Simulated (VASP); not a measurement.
# Ti (Fm-3m) in VASP: a series of runs, part 3 of 3

VASP 6.6.1. The steps go on from the part before.

## 5. Electric field gradients, PBE (volume scaled by 0.97)

File INCAR:

```
SYSTEM = Ti
  PREC = Accurate
  ENCUT = 520
  EDIFF = 1E-8
  ISMEAR = -1
  SIGMA = 0.05
  LREAL = .False.
  LASPH = .True.
  NELM = 60
  ALGO = Normal
  ISIF = 2
  LWAVE = .False.
  LCHARG = .False.
  GGA = PE
  LEFG = .True.
  NBANDS = 12
```

File KPOINTS:

```
regular mesh
0
Gamma
  15 15 15
  0 0 0
```

File POSCAR:

```
Ti
1.0
    0.0000000000      2.0094935475      2.0094935475
    2.0094935475      0.0000000000      2.0094935475
    2.0094935475      2.0094935475      0.0000000000
Ti
1
Direct
    0.0000000000      0.0000000000      0.0000000000
```

Potentials or basis: VASP PAW PBE potentials, release 64 (Ti_sv).

Launch:

```bash
$ cat potpaw_PBE.64/Ti_sv/POTCAR > POTCAR
$ mpirun -np 1 vasp_std > vasp.out
```

OUTCAR:

```text
SYSTEM = Ti
   PREC = Accurate
   ENCUT = 520
   EDIFF = 1E-8
   ISMEAR = -1
   LREAL = .False.
   LASPH = .True.
   NELM = 60
   ISIF = 2
   GGA = PE

 ion  position               nearest neighbor table
   1  0.000  0.000  0.000-

  LATTYP: Found a face centered cubic cell.
 ALAT       =     4.0189870950

  Lattice vectors:

 A1 = (   0.0000000000,   2.0094935475,   2.0094935475)
 A2 = (   2.0094935475,   0.0000000000,   2.0094935475)
 A3 = (   2.0094935475,   2.0094935475,   0.0000000000)

Analysis of symmetry for initial positions (statically):
=====================================================================
 Subroutine PRICEL returns:
 Original cell was already a primitive cell.

 Routine SETGRP: Setting up the symmetry group for a
 face centered cubic supercell.

 Subroutine GETGRP returns: Found 48 space group operations
 (whereof 48 operations were pure point group operations)
 out of a pool of 48 trial point group operations.

The static configuration has the point symmetry O_h .

Analysis of symmetry for dynamics (positions and initial velocities):
=====================================================================
 Subroutine PRICEL returns:
 Original cell was already a primitive cell.

 Routine SETGRP: Setting up the symmetry group for a
 face centered cubic supercell.

 Subroutine GETGRP returns: Found 48 space group operations
 (whereof 48 operations were pure point group operations)
 out of a pool of 48 trial point group operations.

The dynamic configuration has the point symmetry O_h .

 Subroutine INISYM returns: Found 48 space group operations
 (whereof 48 operations are pure point group operations),
[... 152 lines left out ...]
      2     -23.4126      2.00000
      3     -23.4126      2.00000
      4     -23.4126      2.00000
      5       2.7088      2.00000
      6       9.8740      0.00000
      7       9.8740      0.00000
      8       9.8740      0.00000
      9      11.6624      0.00000
     10      11.6624      0.00000
     11      24.5853      0.00000
     12      29.3998      0.00000
[... 331 lines left out ...]
 k-point    24 :       0.2000    0.1333    0.0000
  band No.  band energies     occupation
      1     -47.5844      2.00000
      2     -23.6508      2.00000
      3     -23.4857      2.00000
      4     -23.4791      2.00000
      5       3.9994      2.00000
      6       9.0125      0.56459
      7      10.3513      0.00000
      8      10.4258      0.00000
      9      10.9500      0.00000
     10      11.9345      0.00000
     11      25.3073      0.00000
     12      25.9758      0.00000

 [... further k-points ...]
[... 5 lines left out ...]
  --------------------------------------------------------------------------------------
  -------------------------------------------------------------------------------------
  Total        0.8132627      0.8132627      0.8132627      0.0000000     -0.0000000      0.0000000
  in kB       80.2881792     80.2881792     80.2881792      0.0000000     -0.0000000      0.0000000
  external PRESSURE =      80.2881792 kB  Pullay stress =       0.0000000 kB

 VOLUME and BASIS-vectors are now :
 -----------------------------------------------------------------------------
  energy-cutoff  :      520.00
  volume of cell :       16.23
      direct lattice vectors                 reciprocal lattice vectors
     0.000000000  2.009493547  2.009493547    -0.248818913  0.248818913  0.248818913
     2.009493547  0.000000000  2.009493547     0.248818913 -0.248818913  0.248818913
     2.009493547  2.009493547  0.000000000     0.248818913  0.248818913 -0.248818913

 POSITION                                       TOTAL-FORCE (eV/Angst)
 -----------------------------------------------------------------------------------
      0.00000      0.00000      0.00000         0.000000      0.000000      0.000000
 -----------------------------------------------------------------------------------
    total drift:                               -0.000000      0.000000      0.000000

  FREE ENERGIE OF THE ION-ELECTRON SYSTEM (eV)
  ---------------------------------------------------
  free  energy   TOTEN  =        -7.7581015278 eV

  energy  without entropy=       -7.7446646188  energy(sigma->0) =       -7.75138307

 Electric field gradients (V/A^2)
---------------------------------------------------------------------
 ion       V_xx      V_yy      V_zz      V_xy      V_xz      V_yz
---------------------------------------------------------------------
   1      -0.000    -0.000    -0.000    -0.001    -0.001    -0.001
---------------------------------------------------------------------

 Electric field gradients after diagonalization (V/A^2)
 (convention: |V_zz| > |V_xx| > |V_yy|)
----------------------------------------------------------------------
 ion       V_xx      V_yy      V_zz     asymmetry (V_yy - V_xx)/ V_zz
----------------------------------------------------------------------
   1       0.001     0.001    -0.002       0.000
----------------------------------------------------------------------

           NMR quadrupolar parameters

 Cq : quadrupolar parameter    Cq=e*Q*V_zz/h
 eta: asymmetry parameters     (V_yy - V_xx)/ V_zz
 Q  : nuclear electric quadrupole moment in mb (millibarn)
----------------------------------------------------------------------
 ion       Cq(MHz)       eta       Q (mb)
----------------------------------------------------------------------
   1      -0.000       0.000       1.000
----------------------------------------------------------------------
```

OSZICAR:

```text
N       E                     dE             d eps       ncg     rms          rms(c)
DAV:   1     0.872165715575E+02    0.87217E+02   -0.65139E+03  2892   0.122E+03
DAV:   2    -0.436551807528E+01   -0.91582E+02   -0.89109E+02  2908   0.302E+02
DAV:   3    -0.856977547997E+01   -0.42043E+01   -0.41579E+01  4008   0.657E+01
DAV:   4    -0.866062016189E+01   -0.90845E-01   -0.90779E-01  3188   0.849E+00
DAV:   5    -0.866290713828E+01   -0.22870E-02   -0.22869E-02  3532   0.121E+00    0.890E+00
DAV:   6    -0.775584376321E+01    0.90706E+00   -0.18423E+00  3152   0.206E+01    0.245E+00
DAV:   7    -0.774529353573E+01    0.10550E-01   -0.11008E-01  3504   0.397E+00    0.135E+00
DAV:   8    -0.775782257595E+01   -0.12529E-01   -0.42605E-02  3012   0.251E+00    0.158E-01
DAV:   9    -0.775804824592E+01   -0.22567E-03   -0.43621E-03  3556   0.728E-01    0.971E-02
DAV:  10    -0.775812700920E+01   -0.78763E-04   -0.28800E-04  3076   0.193E-01    0.229E-02
DAV:  11    -0.775810169121E+01    0.25318E-04   -0.23806E-05  3440   0.605E-02    0.103E-02
DAV:  12    -0.775810126573E+01    0.42548E-06   -0.16706E-06  3148   0.166E-02    0.119E-03
DAV:  13    -0.775810161499E+01   -0.34926E-06   -0.29169E-07  3404   0.446E-03    0.157E-03
DAV:  14    -0.775810153377E+01    0.81217E-07   -0.35565E-08  2992   0.231E-03    0.523E-04
DAV:  15    -0.775810152784E+01    0.59276E-08   -0.66464E-09  2184   0.105E-03
   1 F= -.77581015E+01 E0= -.77513831E+01  d E =-.134369E-01
```

stdout:

```text
POSCAR found type information on POSCAR Ti
 POSCAR found :  1 types and       1 ions
 scaLAPACK will be used
 LDA part: xc-table for (Slater+PW92), standard interpolation
 POSCAR, INCAR and KPOINTS ok, starting setup
 FFT: planning ... GRIDC
 FFT: planning ... GRID_SOFT
 FFT: planning ... GRID
 WAVECAR not read
 entering main loop
ion   1
```

It took 14 s on 1 thread of Intel Xeon 6975P-C, shared host; peak memory 0.15 GiB.

Results:

| Property | Result |
| --- | --- |
| Free energy | -7.7581 eV |
| Pressure | 8.0 GPa |
| Band gap on the k mesh | zero (band 6 reaches 9.87 eV, above the bottom of band 7 at 8.65 eV) |

Caveat: without QUAD_EFG the Cq values of the log hold for a quadrupole moment of 1 mb, not for the nuclei.

## 6. Electric field gradients, PBE

File INCAR:

```
ALGO     = Normal         # electronic algorithm
EDIFF    = 1E-8           # SCF threshold, eV
ENCUT    = 520            # plane-wave cutoff, eV
GGA      = PE             # functional
ISIF     = 2              # what is computed and relaxed
ISMEAR   = -1             # smearing method
LASPH    = True           # aspherical terms in the spheres
LCHARG   = False          # write CHGCAR
LEFG     = True         
LREAL    = False          # projectors in reciprocal space
LWAVE    = False          # write WAVECAR
NBANDS   = 12             # bands
NELM     = 80             # most SCF steps
PREC     = Accurate       # precision mode
SIGMA    = 0.05           # smearing width, eV
```

File KPOINTS:

```
k-points
0
Gamma
  15 15 15
```

File POSCAR:

```
Ti
1.0
    0.0000000000      2.0300000000      2.0300000000
    2.0300000000      0.0000000000      2.0300000000
    2.0300000000      2.0300000000      0.0000000000
Ti
1
Direct
    0.0000000000      0.0000000000      0.0000000000
```

Potentials or basis: VASP PAW PBE potentials, release 64 (Ti_sv).

Launch:

```bash
$ cat potpaw_PBE.64/Ti_sv/POTCAR > POTCAR
$ mpirun -np 1 vasp_std > vasp.out
```

OUTCAR:

```text
EDIFF = 1E-8
   ENCUT = 520
   GGA = PE
   ISIF = 2
   ISMEAR = -1
   LASPH = True
   LREAL = False
   NELM = 80
   PREC = Accurate

 ion  position               nearest neighbor table
   1  0.000  0.000  0.000-

  LATTYP: Found a face centered cubic cell.
 ALAT       =     4.0600000000

  Lattice vectors:

 A1 = (   0.0000000000,   2.0300000000,   2.0300000000)
 A2 = (   2.0300000000,   0.0000000000,   2.0300000000)
 A3 = (   2.0300000000,   2.0300000000,   0.0000000000)

Analysis of symmetry for initial positions (statically):
=====================================================================
 Subroutine PRICEL returns:
 Original cell was already a primitive cell.

 Routine SETGRP: Setting up the symmetry group for a
 face centered cubic supercell.

[... 540 lines left out ...]
  in kB       41.5060514     41.5060514     41.5060514     -0.0000000      0.0000000     -0.0000000
  external PRESSURE =      41.5060514 kB  Pullay stress =       0.0000000 kB

 VOLUME and BASIS-vectors are now :
 -----------------------------------------------------------------------------
  energy-cutoff  :      520.00
  volume of cell :       16.73
      direct lattice vectors                 reciprocal lattice vectors
     0.000000000  2.030000000  2.030000000    -0.246305419  0.246305419  0.246305419
     2.030000000  0.000000000  2.030000000     0.246305419 -0.246305419  0.246305419
     2.030000000  2.030000000  0.000000000     0.246305419  0.246305419 -0.246305419

 POSITION                                       TOTAL-FORCE (eV/Angst)
 -----------------------------------------------------------------------------------
      0.00000      0.00000      0.00000         0.000000      0.000000      0.000000
 -----------------------------------------------------------------------------------
    total drift:                               -0.000000      0.000000     -0.000000

  FREE ENERGIE OF THE ION-ELECTRON SYSTEM (eV)
  ---------------------------------------------------
  free  energy   TOTEN  =        -7.7772620539 eV

  energy  without entropy=       -7.7636259243  energy(sigma->0) =       -7.77044399

 Electric field gradients (V/A^2)
---------------------------------------------------------------------
 ion       V_xx      V_yy      V_zz      V_xy      V_xz      V_yz
---------------------------------------------------------------------
   1       0.000    -0.000     0.000    -0.001    -0.001    -0.001
---------------------------------------------------------------------

 Electric field gradients after diagonalization (V/A^2)
 (convention: |V_zz| > |V_xx| > |V_yy|)
----------------------------------------------------------------------
 ion       V_xx      V_yy      V_zz     asymmetry (V_yy - V_xx)/ V_zz
----------------------------------------------------------------------
   1       0.001     0.001    -0.001       0.000
----------------------------------------------------------------------

           NMR quadrupolar parameters

 Cq : quadrupolar parameter    Cq=e*Q*V_zz/h
 eta: asymmetry parameters     (V_yy - V_xx)/ V_zz
 Q  : nuclear electric quadrupole moment in mb (millibarn)
----------------------------------------------------------------------
 ion       Cq(MHz)       eta       Q (mb)
----------------------------------------------------------------------
   1      -0.000       0.000       1.000
----------------------------------------------------------------------
```

Run time: 15 s. Hardware: 1 thread of Intel Xeon 6975P-C, shared host; peak memory 0.15 GiB.

What came out:

| Quantity | Value |
| --- | --- |
| Free energy | -7.7773 eV |
| Pressure | 4.2 GPa |
| Band gap on the k mesh | zero (band 6 reaches 9.52 eV, above the bottom of band 7 at 8.34 eV) |

Caveat: without QUAD_EFG the Cq values of the log hold for a quadrupole moment of 1 mb, not for the nuclei.

## 7. Summary

| level | cell | gap on the mesh (eV) | pressure (GPa) |
| --- | --- | --- | --- |
| PBEsol | a = 2.871 Å, angles 60.0°, 1 atom | none | -0.5 |
| r2SCAN | a = 2.871 Å, angles 60.0°, 1 atom | none | 4.8 |
| PBE | a = 2.813 Å, angles 60.0°, 1 atom | none | 12.4 |
| PBE | a = 2.842 Å, angles 60.0°, 1 atom | none | 8.0 |
| PBE | a = 2.871 Å, angles 60.0°, 1 atom | none | 4.2 |

Alike in all rows: task electric field gradients; potentials or basis VASP PAW PBE potentials, release 64 (Ti_sv); no spin polarisation; k mesh 15 × 15 × 15; cutoff (eV) 520; smearing fermi-dirac 0.05 eV.

Every run on the cell as given and a fine mesh finds a metal. The pressure there spans -0.5 GPa (PBEsol) to 4.8 GPa (r2SCAN); a positive pressure means that this level wants a larger cell, a negative one a smaller.

Caveats: the PAW data sets were made with another functional, which shifts forces and pressure a little (some runs).

Absolute energies hang on the potentials; compare differences alone.
